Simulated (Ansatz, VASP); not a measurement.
Zn: VASP beside Ansatz

```
CELL_PARAMETERS angstrom
3.16040 0.00000 0.00000
-1.58020 2.73699 0.00000
0.00000 0.00000 5.13155
ATOMIC_POSITIONS crystal
Zn 0.33333 0.66667 0.25000
Zn 0.66666 0.33333 0.75000
```

Alike in both runs: task single point; functional r2SCAN; k mesh 12 × 12 × 7; no spin polarisation.

|  | VASP | Ansatz |
| --- | --- | --- |
| version | VASP 6.6.1 | Ansatz 0.2.0 |
| potentials or method | VASP PAW PBE potentials, release 64 (Zn), cutoff 520 eV | PAW plane waves |
| occupations | fermi-dirac, width 0.1 eV | fermi-dirac |
| valence electrons in the cell | 24 | 24 |

```csv
,VASP,Ansatz,Ansatz less VASP
pressure (GPa),-11.6,-11.5,+0.06
"traceless stress, the component that is largest in VASP (GPa)",0.20,0.08,-0.123
```

VASP's potentials were made for PBE, not for r2SCAN. Ansatz's warnings: structure snapped to symmetry.
